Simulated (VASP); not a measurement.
Wanted: the native input for a VASP 6.6.1 run.

```
Task                   : single point
Functional             : LDA
Potentials or basis    : VASP PAW LDA potentials, release 64 (Mg)
Cutoff                 : 600 eV
k mesh                 : 6 × 6 × 6
Occupations            : methfessel-paxton, width 0.014 eV
Spin                   : no spin polarisation
Dipole correction      : no
Further INCAR settings : ALGO = Normal; EDIFF = 1e-06; NBANDS = 7
```

The structure of Mg lies in POSCAR:

```
Mg
1.0
   -1.8359916300      1.8359916300      1.6794040200
    1.8359916300     -1.8359916300      1.6794040200
    1.8359916300      1.8359916300     -1.6794040200
Mg
1
Direct
    0.0000000000      0.0000000000      0.0000000000
```

One way to write it, as run:

INCAR

```
  PREC = Accurate
  ENCUT = 600
  EDIFF = 1E-6
  ISMEAR = 1
  SIGMA = 0.014
  LREAL = False
  LASPH = True
  NELM = 120
  ALGO = Normal
  ISIF = 2
  LWAVE = False
  LCHARG = False
  GGA = CA
  NBANDS = 7
  GGA_COMPAT = False
```

KPOINTS

```
Automatic mesh
0
Gamma
  6 6 6
```

Potentials or basis: VASP PAW LDA potentials, release 64 (Mg).

Run with:

```bash
$ cat potpaw_LDA.64/Mg/POTCAR > POTCAR
$ mpirun -np 1 vasp_std > vasp.out
```

Results of the run:

```
Pressure               : -1.7 GPa
Band gap on the k mesh : zero (bands 1 and 2 overlap by 4.55 eV)
```

Caveat: the k points lie up to 0.42 Å⁻¹ apart, too coarse for converged energies and pressures of a metal.

It took 3 s on 1 thread of AMD EPYC 9R45 96-Core Processor (Zen 5), on a shared host, peak memory 0.11 GiB.
